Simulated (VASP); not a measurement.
A run of VASP 6.6.1:

File INCAR:

```
SYSTEM = Mo
ALGO     = Normal         ! electronic algorithm
DIPOL    = 0.5 0.5 0.500
EDIFF    = 1E-6           ! SCF threshold, eV
ENCUT    = 400            ! plane-wave cutoff, eV
GGA      = PS             ! functional
GGA_COMPAT= .False.      
IDIPOL   = 3            
ISIF     = 2              ! what is computed and relaxed
ISMEAR   = 1              ! smearing method
LASPH    = .True.         ! aspherical terms in the spheres
LCHARG   = .True.         ! write CHGCAR
LDIPOL   = .True.       
LELF     = .True.         ! ELF
LREAL    = .False.        ! projectors in reciprocal space
LVACPOTAV= .True.       
LVHAR    = .True.       
LWAVE    = .False.        ! write WAVECAR
NBANDS   = 111            ! bands
NELM     = 120            ! most SCF steps
NELMDL   = -8           
PREC     = Accurate       ! precision mode
SIGMA    = 0.1            ! smearing width, eV
```

File KPOINTS:

```
k-points
0
Gamma
  4 4 1
  0 0 0
```

POSCAR

```
Mo
1.0
    4.4257183030      0.0000000000      0.0000000000
    2.2128591510      3.8327844800      0.0000000000
    0.0000000000      0.0000000000     27.7441475520
Mo
14
Direct
    0.6666666667      0.6666666667      0.2883491008
    0.0000000000      0.0000000000      0.3209107776
    0.3333333333      0.3333333333      0.3534724544
    0.6666666667      0.6666666667      0.3860341312
    0.0000000000      0.0000000000      0.4185958080
    0.3333333333      0.3333333333      0.4511574848
    0.6666666667      0.6666666667      0.4837191616
    0.0000000000      0.0000000000      0.5162808384
    0.3333333333      0.3333333333      0.5488425152
    0.6666666667      0.6666666667      0.5814041920
    0.0000000000      0.0000000000      0.6139658688
    0.3333333333      0.3333333333      0.6465275456
    0.6666666667      0.6666666667      0.6790892224
    0.0000000000      0.0000000000      0.7116508992
```

Potentials or basis: VASP PAW PBE potentials, release 64 (Mo_sv).

Command:

```sh
$ cat potpaw_PBE.64/Mo_sv/POTCAR > POTCAR
$ mpirun -np 1 vasp_std > vasp.out
```

Hardware: 1 thread of Oxide Virtual Turin-like Processor (shared host).

Problem. How long does it take, and how much memory?

Solution. Run time: 12 min on 1 thread of Oxide Virtual Turin-like Processor, with other jobs on the host, peak memory 0.44 GiB. Counts: scf iterations 35, k points 4.
